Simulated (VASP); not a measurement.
# W: single point with r2SCAN

Crystal: W.

```
CELL_PARAMETERS angstrom
2.80966 0.00000 0.00000
0.00000 4.86387 0.00000
0.00000 0.00000 4.92370
ATOMIC_POSITIONS crystal
W 0.79317 0.56316 0.25000
W 0.20683 0.06316 0.25000
W 0.20683 0.43684 0.75000
W 0.79317 0.93684 0.75000
```

```
Program                : VASP 6.6.1
Task                   : single point
Functional             : r2SCAN
Potentials or basis    : VASP PAW PBE potentials, release 64 (W_sv)
Cutoff                 : 520 eV
k mesh                 : 8 × 5 × 5
Occupations            : methfessel-paxton, width 0.1 eV
Spin                   : no spin polarisation
Dipole correction      : no
Further INCAR settings : ALGO = Normal; EDIFF = 1e-07; NBANDS = 36
```

- Pressure: -6.0 GPa
- Largest force: 0.163 eV/Å
- Band gap on the k mesh: zero (band 28 reaches 11.09 eV, above the bottom of band 29 at 9.88 eV)

Forces on the atoms (eV/Å):
```
W    0.123 -0.106  0.000
W   -0.123 -0.106  0.000
W   -0.123  0.106  0.000
W    0.123  0.106  0.000
```

Stress tensor (GPa, compression positive):
```
-8.71  0.00  0.00
 0.00 -5.43  0.00
 0.00  0.00 -3.70
```

Levels at points of the mesh, in eV from the Fermi level:
```
           k point  band 26  band 27  band 28  band 29  band 30  band 31
(0.00, 0.00, 0.00)    -0.48    -0.41    -0.34    -0.30    -0.15     0.62
(0.50, 0.00, 0.00)    -1.77    -1.32    -1.17     0.18     0.20     0.48
```

Wall time 2.2 min on 1 thread of Intel(R) Xeon(R) 6975P-C (Granite Rapids), on a shared host, peak memory 0.23 GiB.

Caveat: the PAW data sets were made with another functional, which shifts forces and pressure a little; spin-orbit coupling is left out, which moves the levels of the heavy elements.
